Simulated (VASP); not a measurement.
**BAs: G0W0 quasiparticle levels with PBE**

Crystal: BAs.

```xyz
2
Lattice="0.0000 2.3885 2.3885 2.3885 0.0000 2.3885 2.3885 2.3885 0.0000" Properties=species:S:1:pos:R:3 pbc="T T T"
B     0.0000    0.0000    0.0000
As    1.1943    1.1943    1.1943
```

```
Program                         : VASP 6.6.1
Task                            : G0W0 quasiparticle levels
Functional                      : PBE
Potentials or basis             : VASP PAW PBE potentials, release 64 (B_GW, As_GW)
Cutoff                          : 500 eV
k mesh                          : 2 × 2 × 2
Occupations                     : gaussian, width 0.01 eV
Spin                            : no spin polarisation
Dipole correction               : no
GW scheme                       : G0W0
GW iterations                   : 1
Cutoff of the response function : 200
Frequency points                : 48
Empty bands                     : 529
Further INCAR settings          : ALGO = EVGW0; EDIFF = 1e-08; NBANDS = 533
```

```yaml
Band_gap_on_the_k_mesh_mean-field_level: 1.28 eV, indirect (least direct gap 3.14 eV)
Quasiparticle_gap: 1.79 eV
Least_direct_quasiparticle_gap: 4.04 eV
```

Levels at points of the mesh, in eV from the valence-band top:
| k point | band 1 | band 2 | band 3 | band 4 | band 5 | band 6 | band 7 | band 8 |
| --- | --- | --- | --- | --- | --- | --- | --- | --- |
| (0.00, 0.00, 0.00) | -15.51 | 0.00 | 0.00 | 0.00 | 3.14 | 3.14 | 3.14 | 4.69 |
| (0.50, 0.00, 0.00) | -12.62 | -8.89 | -1.86 | -1.86 | 2.64 | 4.63 | 4.63 | 8.78 |
| (0.50, 0.50, 0.00) | -11.31 | -8.59 | -4.16 | -4.16 | 1.28 | 1.32 | 11.35 | 11.35 |

Run time: 32 s on 1 thread of Intel Xeon 8259CL, with other jobs on the host, peak memory 0.23 GiB.

Caveat: the k points lie up to 1.14 Å⁻¹ apart; bands, screening cutoff and mesh are small and nothing is extrapolated, so the quasiparticle values aren't converged. A k mesh can miss the band edges.
